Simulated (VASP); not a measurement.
# Ta (R-3m) in VASP: relaxation of cell and atoms with PBEsol

Aim: the relaxation of cell and atoms of Ta with PBEsol.

Everything below comes from runs of VASP 6.6.1. Logs are shortened: lines on timing, memory, paths and dates and some standing lists are left out, and cuts for length are marked.

### Step 1. The cell of the first run

The structure is trigonal, space group R-3m (No. 166). The conventional cell has a = 3.638 Å, b = 3.638 Å, c = 10.118 Å, α = 90.00°, β = 90.00°, γ = 120.00°. Within 3.2 Å of Ta (site symmetry 3m) lie 6 Ta at 2.43 to 3.00 Å.

### Step 2. Relaxation of cell and atoms, PBEsol

The input, INCAR:

```
SYSTEM = Ta
  ALGO = Normal
  EDIFF = 1E-6
  EDIFFG = -0.04
  ENCUT = 600
  GGA = PS
  IBRION = 2
  ISIF = 3
  ISMEAR = 0
  LASPH = .TRUE.
  LCHARG = .FALSE.
  LREAL = .FALSE.
  LWAVE = .FALSE.
  NELM = 80
  NSW = 90
  PREC = Accurate
  SIGMA = 0.1
```

The input, KPOINTS:

```
k-points
0
G
  6 6 6
  0 0 0
```

The input, POSCAR:

```
Ta
1.0
    1.8187969412      1.0500829036      3.3727408664
   -1.8187969412      1.0500829036      3.3727408664
    0.0000000000     -2.1001658073      3.3727408664
Ta
2
Direct
    0.2275400000      0.2275400000      0.2275400000
    0.7724600000      0.7724600000      0.7724600000
```

Potentials or basis: VASP PAW PBE potentials, release 64 (Ta_pv).

On the command line:

```sh
$ cat potpaw_PBE.64/Ta_pv/POTCAR > POTCAR
$ mpirun -np 1 vasp_std > vasp.out
```

OUTCAR:

```text
SYSTEM = Ta
   EDIFF = 1E-6
   EDIFFG = -0.04
   ENCUT = 600
   GGA = PS
   IBRION = 2
   ISIF = 3
   ISMEAR = 0
   LASPH = .TRUE.
   LREAL = .FALSE.
   NELM = 80
   NSW = 90
   PREC = Accurate

 ion  position               nearest neighbor table
   1  0.228  0.228  0.228-   2 2.43   2 2.43   2 2.43   2 3.00   2 3.00   2 3.00
   2  0.772  0.772  0.772-   1 2.43   1 2.43   1 2.43   1 3.00   1 3.00   1 3.00

  LATTYP: Found a trigonal (rhomboedric) cell.
 ALAT       =     3.9731696880
 COS(alpha) =     0.5808936906

  Lattice vectors:

 A1 = (   1.8187969412,   1.0500829036,   3.3727408664)
 A2 = (  -1.8187969412,   1.0500829036,   3.3727408664)
 A3 = (   0.0000000000,  -2.1001658073,   3.3727408664)

Analysis of symmetry for initial positions (statically):
=====================================================================
 Subroutine PRICEL returns:
 Original cell was already a primitive cell.

 Routine SETGRP: Setting up the symmetry group for a
 trigonal (rhombohedral) supercell.

 Subroutine GETGRP returns: Found 12 space group operations
 (whereof 12 operations were pure point group operations)
 out of a pool of 12 trial point group operations.

The static configuration has the point symmetry D_3d.

Analysis of symmetry for dynamics (positions and initial velocities):
=====================================================================
 Subroutine PRICEL returns:
 Original cell was already a primitive cell.

 Routine SETGRP: Setting up the symmetry group for a
 trigonal (rhombohedral) supercell.

 Subroutine GETGRP returns: Found 12 space group operations
 (whereof 12 operations were pure point group operations)
 out of a pool of 12 trial point group operations.

The dynamic configuration has the point symmetry D_3d.

 Subroutine INISYM returns: Found 12 space group operations
 (whereof 12 operations are pure point group operations),
 and found     1 'primitive' translations

----------------------------------------------------------------------------------------

                                     Primitive cell

  volume of cell :      38.6493

  direct lattice vectors                    reciprocal lattice vectors
     1.818796941  1.050082904  3.372740866     0.274906994  0.158717627  0.098831587
    -1.818796941  1.050082904  3.372740866    -0.274906994  0.158717627  0.098831587
     0.000000000 -2.100165807  3.372740866     0.000000000 -0.317435254  0.098831587

  length of vectors
     3.973169688  3.973169688  3.973169688     0.332464770  0.332464770  0.332464770

  position of ions in fractional coordinates (direct lattice)
     0.227540000  0.227540000  0.227540000
     0.772460000  0.772460000  0.772460000

  ion indices of the primitive-cell ions
   primitive index   ion index
                 1           1
                 2           2

----------------------------------------------------------------------------------------

 KPOINTS: k-points

Automatic generation of k-mesh.
 Grid dimensions read from file:
 generate k-points for:    6    6    6

 Generating k-lattice:

  Cartesian coordinates                     Fractional coordinates (reciprocal lattice)
     0.045817832  0.026452938  0.016471931     0.166666667  0.000000000  0.000000000
    -0.045817832  0.026452938  0.016471931     0.000000000  0.166666667  0.000000000
     0.000000000 -0.052905876  0.016471931     0.000000000  0.000000000  0.166666667

  Length of vectors
     0.055410795  0.055410795  0.055410795

  Shift w.r.t. Gamma in fractional coordinates (k-lattice)
     0.000000000  0.000000000  0.000000000

 Subroutine IBZKPT returns following result:
 ===========================================

 Found     32 irreducible k-points:

 Following reciprocal coordinates:
            Coordinates               Weight
  0.000000  0.000000  0.000000      1.000000
  0.166667 -0.000000  0.000000      6.000000
  0.333333  0.000000 -0.000000      6.000000
  0.500000 -0.000000 -0.000000      3.000000
  0.166667  0.166667  0.000000      6.000000
  0.333333  0.166667  0.000000     12.000000
[... 16 lines left out ...]
  0.500000  0.500000  0.166667      6.000000
 -0.333333  0.500000  0.166667     12.000000
 [... further k-points ...]
   k-points           NKPTS =     32   k-points in BZ     NKDIM =     32   number of bands    NBANDS=     15
   number of dos      NEDOS =    301   number of ions     NIONS =      2
   total plane-waves  NPLWV =  32768
   dimension x,y,z NGX =    32 NGY =   32 NGZ =   32
   dimension x,y,z NGXF=    64 NGYF=   64 NGZF=   64
   ions per type =               2
   NGX,Y,Z   is equivalent  to a cutoff of  13.39, 13.39, 13.39 a.u.
   NGXF,Y,Z  is equivalent  to a cutoff of  26.78, 26.78, 26.78 a.u.
 SYSTEM =  Ta
   PREC   = accura    normal or accurate (medium, high low for compatibility)
   ISTART =      0    job   : 0-new  1-cont  2-samecut
   ICHARG =      2    charge: 1-file 2-atom 10-const
   ISPIN  =      1    spin polarized calculation?
   LNONCOLLINEAR =      F non collinear calculations
   LSORBIT =      F    spin-orbit coupling
   LASPH  =      T    aspherical Exc in radial PAW
   ENCUT  =  600.0 eV  44.10 Ry    6.64 a.u.   7.94  7.94  7.94*2*pi/ulx,y,z
   NELM   =     80;   NELMIN=  2; NELMDL= -5     # of ELM steps
   EDIFF  = 0.1E-05   stopping-criterion for ELM
   LREAL  =      F    real-space projection
   EDIFFG = -.4E-01   stopping-criterion for IOM
   NSW    =     90    number of steps for IOM
   IBRION =      2    ionic relax: 0-MD 1-quasi-New 2-CG
   NFREE  =      1    steps in history (QN), initial steepest desc. (CG)
   ISIF   =      3    stress and relaxation
   ISYM   =      2    0-nonsym 1-usesym 2-fastsym
   POTIM  = 0.5000    time-step for ionic-motion
   TEBEG  =    0.0;   TEEND  =   0.0 temperature during run
   PSTRESS=    0.0 pullay stress
   NELECT =      22.0000    total number of electrons
   NUPDOWN=      -1.0000    fix difference up-down
   EMIN   =  10.00;   EMAX   =-10.00  energy-range for DOS
   EFERMI =   0.00;   METHOD = LEGACY
   ISMEAR =     0;   SIGMA  =   0.10  broadening in eV -4-tet -1-fermi 0-gaus
   EFERMI_NEDOS =   21; number of points for ismear=-14 and -15
   IALGO  =     38    algorithm
   IMIX   =      4    mixing-type and parameters
     AMIX     =   0.40;   BMIX     =  1.00
     AMIX_MAG =   1.60;   BMIX_MAG =  1.00
  volume/ion in A,a.u.               =      19.32       130.41
  Fermi-wavevector in a.u.,A,eV,Ry     =   1.356756  2.563897 25.045421  1.840787
  Thomas-Fermi vector in A             =   2.483732
   LORBIT       =      0    0 simple, 1 ext, 2 COOP (PROOUT), +10 PAW based schemes
   GGA     = PS    functional components
   LHFCALC =     F    Hartree Fock is set to
   AEXX    =    0.0000 exact exchange contribution
   IVDW    =     0    specifies the selected vdW correction
   LEPSILON=     F    determine dielectric tensor
   LRPA    =     F    only Hartree local field effects (RPA)
 conjugate gradient relaxation of ions
 non-spin polarized calculation
 Gauss-broadening in eV      SIGMA  =   0.10
  energy-cutoff  :      600.00
  volume of cell :       38.65
 maximum number of plane-waves:      1305
   NGX = 15   NGY = 15   NGZ = 15

--------------------------------------- Ionic step        1  -------------------------------------------

 number of electron      22.0000001 magnetization

 Free energy of the ion-electron system (eV)
  ---------------------------------------------------
  ext. energy  EPLUGINS =         0.00000000
  ---------------------------------------------------
  free energy    TOTEN  =       -21.23993935 eV

  energy without entropy =      -21.22230698  energy(sigma->0) =      -21.23112317

------------------------ aborting loop because EDIFF is reached ----------------------------------------

  FORCE on cell =-STRESS in cart. coord.  units (eV):
  Direction    XX          YY          ZZ          XY          YZ          ZX
  --------------------------------------------------------------------------------------
  -------------------------------------------------------------------------------------
  Total        3.3823670      3.3823670      4.1055376     -0.0000000     -0.0000000      0.0000000
  in kB      140.2133231    140.2133231    170.1917821     -0.0000000     -0.0000000      0.0000000
  external PRESSURE =     150.2061428 kB  Pullay stress =       0.0000000 kB
[... 21 lines left out ...]
  energy  without entropy=      -21.2223069849  energy(sigma->0) =      -21.23112317

--------------------------------------- Ionic step        2  -------------------------------------------

 number of electron      22.0000002 magnetization

 E-fermi :   3.0052     XC(G=0): -11.0368

 val. band max:        3.0042100946   @ k =   0.3333   0.1667   0.0000
 cond. band min:       3.0207712661   @ k =   0.3333   0.3333   0.1667
 fundamental gap:      0.0165611715
 Fermi energy:         3.0052236078

 k-point     1 :       0.0000    0.0000    0.0000
  band No.  band energies     occupation
      1     -31.4307      2.00000
      2     -31.3848      2.00000
      3     -31.3848      2.00000
      4     -30.9100      2.00000
      5     -30.9100      2.00000
      6     -30.8308      2.00000
      7      -3.5394      2.00000
      8       0.9085      2.00000
      9       1.2089      2.00000
     10       1.2089      2.00000
     11       1.7201      2.00000
     12       1.7201      2.00000
     13       7.0202      0.00000
     14       7.6720      0.00000
     15       7.6720      0.00000
[... 479 lines left out ...]
  FREE ENERGIE OF THE ION-ELECTRON SYSTEM (eV)
  ---------------------------------------------------
  free  energy   TOTEN  =       -22.7613807636 eV

  energy  without entropy=      -22.7501072723  energy(sigma->0) =      -22.75574402

[... ionic steps 4 to 12 ...]

--------------------------------------- Ionic step       13  -------------------------------------------

 number of electron      21.9999995 magnetization

------------------------ aborting loop because EDIFF is reached ----------------------------------------

  FORCE on cell =-STRESS in cart. coord.  units (eV):
  Direction    XX          YY          ZZ          XY          YZ          ZX
  --------------------------------------------------------------------------------------
  -------------------------------------------------------------------------------------
  Total        0.0209716      0.0209716     -0.1294969      0.0000000      0.0000000      0.0000000
  in kB        0.9198859      0.9198859     -5.6801601      0.0000000      0.0000000      0.0000000
  external PRESSURE =      -1.2801295 kB  Pullay stress =       0.0000000 kB
[... 57 lines left out ...]
  energy  without entropy=      -24.5875426743  energy(sigma->0) =      -24.59274762

--------------------------------------- Ionic step       15  -------------------------------------------

 number of electron      21.9999995 magnetization

 Free energy of the ion-electron system (eV)
  ---------------------------------------------------
  ext. energy  EPLUGINS =         0.00000000
  ---------------------------------------------------
  free energy    TOTEN  =       -24.59827023 eV

  energy without entropy =      -24.58790838  energy(sigma->0) =      -24.59308930

 E-fermi :   5.6438     XC(G=0): -12.6684

 val. band max:        5.6325579149   @ k =  -0.3333   0.1667   0.1667
 cond. band min:       5.6569949910   @ k =   0.5000   0.5000  -0.0000
 fundamental gap:      0.0244370762
 Fermi energy:         5.6437547398

 k-point     1 :       0.0000    0.0000    0.0000
  band No.  band energies     occupation
      1     -29.0215      2.00000
      2     -28.0506      2.00000
      3     -28.0506      2.00000
      4     -27.8882      2.00000
      5     -27.8882      2.00000
      6     -27.8573      2.00000
      7      -2.6611      2.00000
      8       0.8866      2.00000
      9       5.7187      0.28923
     10       5.7187      0.28923
     11       5.9300      0.00005
     12       5.9300      0.00005
     13       6.2071      0.00000
     14       6.5499      0.00000
     15       9.1352      0.00000
[... 443 lines left out ...]
  FREE ENERGIE OF THE ION-ELECTRON SYSTEM (eV)
  ---------------------------------------------------
  free  energy   TOTEN  =       -24.5982702287 eV

  energy  without entropy=      -24.5879083764  energy(sigma->0) =      -24.59308930

 reached required accuracy - stopping structural energy minimisation
```

Wall time 4.8 min (1 thread of Intel Xeon Platinum 8259CL at 2.50GHz (Skylake/Cascade Lake), shared host); peak memory 0.19 GiB.

Results:

```yaml
Free_energy: -24.5983 eV
Relaxed_volume: 18.24 Å³/atom
Relaxed_cell: a = 5.074 Å, b = 5.074 Å, c = 5.074 Å, α = 34.03°, β = 34.03°, γ = 34.03°
Space_group_after_relaxing_to_0.05_Å: R-3m (No. 166)
Energy_gained_by_relaxing: 1679.2 meV/atom
Ionic_steps: 15
Pressure_after_relaxing: 0.2 GPa
Largest_force_after_relaxing: 0.014 eV/Å
Band_gap_on_the_k_mesh: zero (band 11 reaches 6.42 eV, above the bottom of band 12 at 4.85 eV)
```

Forces on the atoms (eV/Å):
```
Ta   0.000  0.000 -0.014
Ta   0.000  0.000  0.014
```

Step by step:
```
step  energy change (eV)  largest force (eV/Å)  pressure (GPa)  volume (Å³)
   1              0.0000                6.8766           15.02        38.65
   2             -0.6920                1.8070          -21.31        49.69
   3             -1.5214                0.8559          -15.63        44.45
   4             -1.5346                1.2894          -14.18        43.93
   5             -1.8411                3.8121           13.80        36.27
   6             -2.0337                1.5655           -0.26        38.85
   7             -2.8001                1.6305            8.22        35.54
   8             -1.1128                2.6611           95.40        27.56
   9             -2.9023                1.4087           22.48        33.28
  10             -3.2109                0.6830            9.55        34.80
  11             -3.2540                0.5026            6.93        35.37
  12             -3.3511                0.1516            0.48        36.43
  13             -3.3574                0.1527           -0.13        36.53
  14             -3.3580                0.0936           -0.02        36.50
  15             -3.3583                0.0137            0.17        36.47
```

Final structure:
```
Ta
1.0
     1.48484    0.85727    4.77566
    -1.48484    0.85727    4.77566
     0.00000   -1.71455    4.77566
Ta
2
Direct
  0.25003 0.25003 0.25003
  0.74997 0.74997 0.74997
```

Levels at points of the mesh, in eV from the Fermi level:
```tsv
k point	band 9	band 10	band 11	band 12	band 13	band 14
(0.00, 0.00, 0.00)	0.07	0.07	0.29	0.29	0.56	0.91
(0.50, 0.00, 0.00)	-2.08	-2.07	-0.29	-0.29	2.20	2.21
(0.50, 0.50, 0.00)	-3.53	0.01	0.29	0.71	3.04	5.82
(0.50, 0.50, 0.50)	-0.69	-0.68	0.78	0.78	0.78	0.78
```

Caveat: the PAW data sets were made with another functional, which shifts forces and pressure a little; spin-orbit coupling is left out, which moves the levels of the heavy elements.
